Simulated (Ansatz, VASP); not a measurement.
## Two plane-wave programs on GaAs

INCAR

```
SYSTEM = GaAs
PREC = Accurate
ENCUT = 600
EDIFF = 1E-7
ISMEAR = 0
SIGMA = 0.02
LREAL = .FALSE.
LASPH = .TRUE.
NELM = 80
ALGO = Normal
ISIF = 3
LWAVE = .FALSE.
LCHARG = .FALSE.
IBRION = 2
NSW = 100
EDIFFG = -0.005
```

KPOINTS

```
regular mesh
0
G
  12 12 12
  0 0 0
```

File POSCAR:

```
GaAs
1.0
    0.0000000000      2.8016907859      2.8016907859
    2.8016907859      0.0000000000      2.8016907859
    2.8016907859      2.8016907859      0.0000000000
Ga As
1 1
Direct
    0.0000000000      0.0000000000      0.0000000000
    0.7500000000      0.7500000000      0.7500000000
```

Input for Ansatz:

```yaml
crystal:
  lattice:
    - [0.0, 2.8016907859, 2.8016907859]
    - [2.8016907859, 0.0, 2.8016907859]
    - [2.8016907859, 2.8016907859, 0.0]
  atoms:
    - { symbol: Ga, position: [0.0, 0.0, 0.0] }
    - { symbol: As, position: [0.75, 0.75, 0.75] }
basis:
  ecutwfc: 420
kpoints:
  mp_grid: { grid: [12, 12, 12] }
hamiltonian:
  xc: lda
scf:
  occupations: { method: gaussian, width: 0.02 }
output:
  forces: true
  stress: true
  eigenvalues: true
relax:
  adjacent_minimum: "off"
  f_tol: 0.005
  max_steps: 80
  cell: { stress_tol: 0.05 }
```

Alike in both runs: task relaxation of cell and atoms; functional LDA; k mesh 12 × 12 × 12; occupations gaussian, width 0.02 eV; no spin polarisation.

|  | VASP | Ansatz |
| --- | --- | --- |
| version | VASP 6.6.1 | Ansatz 0.2.0 |
| potentials or method | VASP PAW LDA potentials, release 64 (Ga_d, As), cutoff 600 eV | scalar-relativistic, plane waves, PAW |
| valence electrons in the cell | 18 | 28 |

```csv
,VASP,Ansatz,Ansatz less VASP
"gap on the k mesh at the Fermi level, each at its own relaxed structure (eV)",0.50,0.49,-0.019
relaxed volume (Å³/atom),22.08,21.99,-0.088
relaxed cell length with the largest relative difference (Å),3.967,3.962,-0.0053
```

LDA's correlation is that of Perdew and Zunger in VASP and of Perdew and Wang (1992) in Ansatz. VASP's potentials hold 18 valence electrons a cell and Ansatz's 28, so a difference there can come from the potentials and not from the codes.
